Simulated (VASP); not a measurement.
The system is BaS.

```
Ba S
1.0
     0.02026    3.21599    3.21599
     3.21599    0.02026    3.21599
     3.21599    3.21599    0.02026
Ba S
1 1
Direct
  0.00000 0.00000 0.00000
  0.50000 0.50000 0.50000
```

This cell differs from its parent crystal: epitaxial 111 strain -0.5%.

Base run:

| Item | Value |
| --- | --- |
| Program | VASP 6.6.1 |
| Functional | r2SCAN |
| Potentials or basis | VASP PAW PBE potentials, release 64 (Ba_sv, S) |
| Cutoff | 520 eV |
| k mesh | 8 × 8 × 8 |
| Occupations | gaussian, width 0.01 eV |
| Spin | no spin polarisation |

Its results: band gap on the k mesh 2.47 eV, indirect (least direct gap 2.61 eV); pressure 0.8 GPa.

The run is repeated on the same cell with these changes: functional from r2SCAN to PBE; occupations from gaussian, width 0.01 eV to fermi-dirac, width 0.02 eV. What comes out?

Band gap on the k mesh 2.12 eV, indirect (least direct gap 2.26 eV); pressure 0.9 GPa.

Caveats: spin-orbit coupling is left out, which moves the levels of the heavy elements; the PAW data sets were made with another functional, which shifts forces and pressure a little (some runs).

A k mesh can miss the band edges.
